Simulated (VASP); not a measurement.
NaAl: single point with PBE

The system is NaAl.

```
Na Al
1.0
     3.07861    0.00000    0.00000
    -1.53930    2.66615    0.00000
     0.00000    0.00000   10.93492
Na Al
2 2
Direct
  0.00000 0.00000 0.00000
  0.00000 0.00000 0.50000
  0.33333 0.66667 0.25000
  0.66667 0.33333 0.75000
```

The cell was generated, and may not be a known phase.

| Item | Value |
| --- | --- |
| Program | VASP 6.6.1 |
| Task | single point |
| Functional | PBE |
| Potentials or basis | VASP PAW PBE potentials, release 64 (Na_pv, Al) |
| Cutoff | 520 eV |
| k mesh | 18 × 18 × 6 |
| Occupations | gaussian, width 0.1 eV |
| Spin | no spin polarisation |

```json
{"Pressure": "0.0 GPa", "Band gap on the k mesh": "zero (bands 10 and 11 overlap by 1.53 eV)"}
```

Levels at points of the mesh, in eV from the Fermi level:
```
           k point  band 6  band 7  band 8  band 9  band 10  band 11  band 12  band 13  band 14  band 15
(0.00, 0.00, 0.00)  -24.62   -7.89   -7.58   -4.08    -2.09    -0.76     4.01     4.59    10.24    10.24
(0.50, 0.00, 0.00)  -24.60   -2.89   -2.80   -2.50    -2.40     0.47     1.25     2.58     3.42     3.81
(0.00, 0.00, 0.50)  -24.62   -7.75   -7.75   -3.37    -3.37     1.22     1.22     7.87     7.87    10.32
(0.50, 0.00, 0.50)  -24.60   -2.82   -2.82   -2.48    -2.48     0.96     0.96     2.44     2.44     5.54
```

It took 6.9 min on 1 thread of Oxide Virtual Turin-like Processor, with other jobs on the host, peak memory 0.3 GiB.
